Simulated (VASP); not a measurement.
Input of a VASP 6.6.1 run:

The input INCAR:

```
ALGO = Normal
EDIFF = 1E-7
ENCUT = 520
GGA = PE
ISIF = 2
ISMEAR = -1
LASPH = True
LCHARG = True
LELF = True
LREAL = False
LVHAR = True
LWAVE = False
NBANDS = 26
NELM = 60
PREC = Accurate
SIGMA = 0.02
```

File KPOINTS:

```
k-points
0
Gamma
  12 12 4
```

POSCAR

```
Si5Ge
1.0
    3.8731228747      0.0000000000      0.0000000000
   -1.9365614373      3.3542228015      0.0000000000
    0.0000000000      0.0000000000      9.4848246374
Si Ge
5 1
Direct
    0.0000000000      0.0000000000     -0.0032504489
    0.6666666667      0.3333333333      0.6665279476
    0.3333333333      0.6666666667      0.3366787532
    0.6666666667      0.3333333333      0.9153029420
    0.3333333333      0.6666666667      0.5846298178
    0.0000000000      0.0000000000      0.2501109882
```

Potentials or basis: VASP PAW PBE potentials, release 64 (Si, Ge_d).

The run is started by

```console
$ cat potpaw_PBE.64/Si/POTCAR potpaw_PBE.64/Ge_d/POTCAR > POTCAR
$ mpirun -np 1 vasp_std > vasp.out
```

Q: Estimate the band gap on the k mesh.

A: 0.58 eV (least direct gap 1.47 eV).

Q: Predict the pressure.

A: 1.6 GPa.

Q: Estimate the largest force.

A: 0.080 eV/Å.

Forces in eV/Å, atoms in the order of the input:
```
Si   0.000  0.000 -0.071
Si   0.000  0.000 -0.003
Si   0.000  0.000  0.080
Si   0.000  0.000 -0.006
Si   0.000  0.000  0.010
Ge   0.000  0.000 -0.010
```

A k mesh can miss the band edges.
